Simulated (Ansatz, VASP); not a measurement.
# AlGa3N4 in VASP and in Ansatz

INCAR

```
  PREC = Accurate
  ENCUT = 520
  EDIFF = 1E-6
  ISMEAR = 0
  SIGMA = 0.05
  LREAL = False
  LASPH = True
  NELM = 80
  ALGO = Normal
  ISIF = 2
  LWAVE = False
  LCHARG = False
  GGA = PS
  NBANDS = 41
```

The input KPOINTS:

```
regular mesh
0
Gamma
  6 6 6
```

File POSCAR:

```
AlGa3N4
1.0
    4.4675774128      0.0000000000      0.0000000000
    0.0000000000      4.4675774128      0.0000000000
    0.0000000000      0.0000000000      4.4675774128
Al Ga N
1 3 4
Direct
   -0.0000004255     -0.0000014682      0.0018528482
    0.4815782567      0.4999995979      0.0011884034
    0.5184214907     -0.0000009417      0.5005496076
   -0.0000002729      0.4999995307      0.5005501181
    0.7533088722      0.7476263864      0.2355302783
    0.7567856598      0.2489051701      0.7569930950
    0.2432187901      0.7624723548      0.7456203189
    0.2466901131      0.2410079424      0.2468975068
```

Input for Ansatz:

```yaml
crystal:
  lattice:
    - [4.4675774128, 0.0, 0.0]
    - [0.0, 4.4675774128, 0.0]
    - [0.0, 0.0, 4.4675774128]
  atoms:
    - { symbol: Al, position: [-4.255e-07, -1.4682e-06, 0.0018528482] }
    - { symbol: Ga, position: [0.4815782567, 0.4999995979, 0.0011884034] }
    - { symbol: Ga, position: [0.5184214907, -9.417e-07, 0.5005496076] }
    - { symbol: Ga, position: [-2.729e-07, 0.4999995307, 0.5005501181] }
    - { symbol: "N", position: [0.7533088722, 0.7476263864, 0.2355302783] }
    - { symbol: "N", position: [0.7567856598, 0.2489051701, 0.756993095] }
    - { symbol: "N", position: [0.2432187901, 0.7624723548, 0.7456203189] }
    - { symbol: "N", position: [0.2466901131, 0.2410079424, 0.2468975068] }
basis:
  ecutwfc: 520.0
kpoints:
  mp_grid: { grid: [6, 6, 6] }
hamiltonian:
  xc: pbesol
  pseudopotentials: { kind: paw, azcp: { folder: soft_1 } }
scf:
  occupations: { method: gaussian, width: 0.05 }
output:
  forces: true
  stress: true
  eigenvalues: true
```

Change from the starting cell: mode 4 frozen in at -0.082 Å and mode 15 at -0.020 Å (largest displacements).

Alike in both runs: task single point; functional PBEsol; k mesh 6 × 6 × 6; occupations gaussian, width 0.05 eV; no spin polarisation.

```csv
,VASP,Ansatz
version,VASP 6.6.1,Ansatz 0.2.0
potentials or method,"VASP PAW PBE potentials, release 64 (Al, Ga_d, N), cutoff 520 eV","scalar-relativistic, plane waves, PAW"
valence electrons in the cell,62,62
```

VASP gave:

- gap on the k mesh at the Fermi level (eV): 2.24
- least direct gap on the mesh (eV): 2.24
- pressure (GPa): -0.2
- traceless stress, the component that is largest in VASP (GPa): 1.22
- rms of the force components (eV/Å): 0.279

Task: What did Ansatz give for the same quantities?

Result: gap on the k mesh at the Fermi level (eV): 2.23; least direct gap on the mesh (eV): 2.23; pressure (GPa): 0.0; traceless stress, the component that is largest in VASP (GPa): 1.25; rms of the force components (eV/Å): 0.279.

VASP's potentials were made for PBE, not for PBEsol, and Ansatz warns of the same on its side. Atom by atom the forces differ by 0.006 eV/Å (rms over components). The functional is the same, so the differences come from potentials, cutoffs and numerics.
